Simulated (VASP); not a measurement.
Here is a VASP 6.6.1 calculation.

The input INCAR:

```
PREC = Accurate
ENCUT = 600
EDIFF = 1E-6
ISMEAR = 0
SIGMA = 0.05
LREAL = F
LASPH = T
NELM = 200
ALGO = Normal
ISIF = 2
LWAVE = F
LCHARG = F
ISPIN = 2
MAGMOM = 0 0 0 0 0 0 0 0 0 0 0 0 0 0 0 0
LORBIT = 11
NUPDOWN = 0.0
LMAXMIX = 4
LDAU = T
LDAUTYPE = 2
LDAUL = 2 -1
LDAUU = 2 0
LDAUJ = 0 0
LDAUPRINT = 1
GGA = PS
NBANDS = 55
GGA_COMPAT = F
```

Contents of KPOINTS:

```
regular mesh
0
Gamma
  4 4 4
```

POSCAR

```
MoC15
1.0
    0.0000000000      3.5668800000      3.5668800000
    3.5668800000      0.0000000000      3.5668800000
    3.5668800000      3.5668800000      0.0000000000
Mo C
1 15
Direct
    1.0000000000      0.0000000000      0.0000000000
    0.0011991179      0.0011991179      0.4988008821
    0.0011991179      0.4988008821      0.0011991179
    0.0011991179      0.4988008821      0.4988008821
    0.4988008821      0.0011991179      0.0011991179
    0.4988008821      0.0011991179      0.4988008821
    0.4988008821      0.4988008821      0.0011991179
    0.5000000000      0.5000000000      0.5000000000
    0.1435774638      0.1435774638      0.1435774638
    0.1435774638      0.1435774638      0.5692676086
    0.1435774638      0.5692676086      0.1435774638
    0.1272634341      0.6242455220      0.6242455220
    0.5692676086      0.1435774638      0.1435774638
    0.6242455220      0.1272634341      0.6242455220
    0.6242455220      0.6242455220      0.1272634341
    0.6242455220      0.6242455220      0.6242455220
```

Potentials or basis: VASP PAW PBE potentials, release 64 (Mo_sv, C).

Command:

```sh
$ cat potpaw_PBE.64/Mo_sv/POTCAR potpaw_PBE.64/C/POTCAR > POTCAR
$ mpirun -np 1 vasp_std > vasp.out
```

Problem. Estimate the pressure.

Solution. 70.6 GPa.

Problem. Predict the largest force.

Solution. 0.387 eV/Å.

Eigenvalues of the final occupation matrices:
```tsv
site	spin	trace	eigenvalues
site 1 d	1	2.79	0.48 0.48 0.61 0.61 0.61
site 1 d	2	2.79	0.48 0.48 0.61 0.61 0.61
```

Caveat: the k points lie up to 0.38 Å⁻¹ apart; the PAW data sets were made with another functional, which shifts forces and pressure a little; the total moment is fixed, so each spin has its own Fermi level; the U is typed as a test and isn't derived for this compound.
